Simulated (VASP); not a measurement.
Input of a VASP 6.6.1 run:

INCAR

```
SYSTEM = Ge
  PREC = Accurate
  ENCUT = 520
  EDIFF = 1E-7
  ISMEAR = 0
  SIGMA = 0.1
  LREAL = .False.
  LASPH = .True.
  NELM = 100
  ALGO = Normal
  ISIF = 2
  LWAVE = .False.
  LCHARG = .False.
  LDIPOL = .True.
  IDIPOL = 3
  DIPOL = 0.5 0.5 0.390
  GGA = PE
  IVDW = 12
  NBANDS = 36
```

File KPOINTS:

```
Automatic mesh
0
Gamma
  9 9 1
  0 0 0
```

The input POSCAR:

```
Ge
1.0
    4.0226895355      0.0000000000      0.0000000000
   -2.0113447678      3.4837513293      0.0000000000
    0.0000000000      0.0000000000     18.8685220287
Ge
4
Direct
    0.3333333333      0.6666666667      0.2747571329
    0.6666666667      0.3333333333      0.2384924475
    0.7777777778      0.7777777778      0.5415645175
    0.4444444444      1.1111111111      0.5052998322
```

Potentials or basis: VASP PAW PBE potentials, release 64 (Ge_d).

Command:

```sh
$ cat potpaw_PBE.64/Ge_d/POTCAR > POTCAR
$ mpirun -np 1 vasp_std > vasp.out
```

Problem. What does it give for the largest force?

Solution. 0.111 eV/Å.

Problem. Predict the dispersion energy per atom.

Solution. -0.188 eV.

Problem. Predict the band gap on the k mesh.

Solution. 0.15 eV.

Forces in eV/Å, atoms in the order of the input:
```
Ge  -0.001  0.001  0.107
Ge   0.001  0.001  0.028
Ge   0.000  0.001 -0.024
Ge   0.001 -0.003 -0.111
```

Caveat: the cell differs from its parent crystal (layers slid over each other); semilocal functionals underestimate gaps, and a narrow one can read as zero.
